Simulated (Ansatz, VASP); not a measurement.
# Ru in VASP and in Ansatz

Contents of INCAR:

```
PREC = Accurate
ENCUT = 600
EDIFF = 1E-6
ISMEAR = 0
SIGMA = 0.1
LREAL = False
LASPH = True
NELM = 80
ALGO = Fast
ISIF = 3
LWAVE = False
LCHARG = False
GGA = PS
IBRION = 2
NSW = 70
EDIFFG = -0.005
```

Contents of KPOINTS:

```
regular mesh
0
Gamma
  18 18 10
```

POSCAR

```
Ru
1.0
    2.7200250912      0.0000000000      0.0000000000
   -1.3600125456      2.3556108279      0.0000000000
    0.0000000000      0.0000000000      4.2967694965
Ru
2
Direct
    0.3333333333      0.6666666667      0.2500000000
    0.6666666667      0.3333333333      0.7500000000
```

Input for Ansatz:

```yaml
crystal:
  lattice:
    - [2.7200250912, 0.0, 0.0]
    - [-1.3600125456, 2.3556108279, 0.0]
    - [0.0, 0.0, 4.2967694965]
  atoms:
    - { symbol: Ru, position: [0.3333333333, 0.6666666667, 0.25] }
    - { symbol: Ru, position: [0.6666666667, 0.3333333333, 0.75] }
basis:
  ecutwfc: 420
kpoints:
  mp_grid: { grid: [18, 18, 10] }
hamiltonian:
  xc: pbesol
scf:
  occupations: { method: gaussian, width: 0.1 }
output:
  forces: true
  stress: true
  eigenvalues: true
relax:
  adjacent_minimum: "off"
  f_tol: 0.005
  max_steps: 50
  cell: { stress_tol: 0.05 }
```

Alike in both runs: task relaxation of cell and atoms; functional PBEsol; k mesh 18 × 18 × 10; occupations gaussian, width 0.1 eV; no spin polarisation.

|  | VASP | Ansatz |
| --- | --- | --- |
| version | VASP 6.6.1 | Ansatz 0.2.0 |
| potentials or method | VASP PAW PBE potentials, release 64 (Ru_pv), cutoff 600 eV | scalar-relativistic, plane waves, PAW |
| valence electrons in the cell | 28 | 32 |

```csv
,VASP,Ansatz,Ansatz less VASP
"gap on the k mesh at the Fermi level, each at its own relaxed structure (eV)",none,none,-
relaxed volume (Å³/atom),13.32,13.32,-0.004
relaxed length of the cell vector where the two differ most in proportion (Å),4.252,4.252,-0.0005
```

VASP's potentials were made for PBE, not for PBEsol. A gap of «none» marks a metal or a gap that the smearing closes. VASP's potentials hold 28 valence electrons a cell and Ansatz's 32, so a difference there can come from the potentials and not from the codes.
